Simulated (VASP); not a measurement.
Set up this calculation in VASP 6.6.1, as the native input.

- Task: single point
- Functional: PBE
- Potentials or basis: VASP PAW PBE potentials, release 64 (Y_sv)
- Cutoff: 520 eV
- k mesh: 18 × 18 × 8
- Occupations: gaussian, width 0.15 eV
- Spin: no spin polarisation
- Dipole correction: no
- Further INCAR settings: ALGO = Fast; EDIFF = 1e-06; NBANDS = 18

The structure of Y lies in POSCAR:

```
Y
1.0
    3.6514992371      0.0000000000      0.0000000000
   -1.8257496185      3.1622911012      0.0000000000
    0.0000000000      0.0000000000      5.7474000000
Y
2
Direct
    0.3333333333      0.6666666667      0.2500000000
    0.6666666667      0.3333333333      0.7500000000
```

The input as run:

INCAR

```
ALGO = Fast ; EDIFF = 1E-6
ENCUT = 520 ; GGA = PE
ISIF = 2 ; ISMEAR = 0
LASPH = T ; LCHARG = F
LREAL = F ; LWAVE = F
NBANDS = 18 ; NELM = 60
PREC = Accurate ; SIGMA = 0.15
```

KPOINTS

```
k-points
0
Gamma
  18 18 8
```

Potentials or basis: VASP PAW PBE potentials, release 64 (Y_sv).

Launch:

```console
$ cat potpaw_PBE.64/Y_sv/POTCAR > POTCAR
$ mpirun -np 1 vasp_std > vasp.out
```

It gave:

```json
{"Pressure": "-0.5 GPa", "Band gap on the k mesh": "zero (band 11 reaches 3.88 eV, above the bottom of band 12 at 2.48 eV)"}
```

It took 4.1 min on 1 thread of Intel(R) Xeon(R) Platinum 8375C CPU @ 2.90GHz (Ice Lake) (shared host), peak memory 0.35 GiB.
